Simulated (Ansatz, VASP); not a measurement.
# GaSb2 in VASP and in Ansatz

```
Ga Sb
1.0
     3.55181    0.00000    0.00000
     0.00000    3.55181    0.00000
     0.00000    0.00000    6.54814
Ga Sb
1 2
Direct
  0.00000 0.00000 0.00000
  0.50000 0.50000 0.26781
  0.50000 0.50000 0.73219
```

Change from the starting cell: species swapped into the FeSi2 type (P4/mmm, No. 123).

Alike in both runs: functional PBE; k mesh 6 × 6 × 4; occupations gaussian, width 0.1 eV; no spin polarisation.

Ansatz relaxed the structure, and its values are those at the end. VASP's run is a single point on that final structure, the one shown.

|  | VASP | Ansatz |
| --- | --- | --- |
| version | VASP 6.6.1 | Ansatz 0.2.0 |
| potentials or method | VASP PAW PBE potentials, release 64 (Ga_d, Sb), cutoff 520 eV | scalar-relativistic, plane waves, PAW |
| valence electrons in the cell | 23 | 43 |

```tsv
	VASP	Ansatz	Ansatz less VASP
gap on the k mesh at the Fermi level (eV)	none	none	-
pressure (GPa)	-0.2	-0.2	+0.01
rms of the force components (eV/Å)	0.009	0.008	-0.0013
```

A gap of «none» marks a metal or a gap that the smearing closes. The functional is the same, so the differences come from potentials, cutoffs and numerics. VASP's potentials hold 23 valence electrons a cell and Ansatz's 43, so a difference there can come from the potentials and not from the codes.

Neither program's run includes spin-orbit coupling.
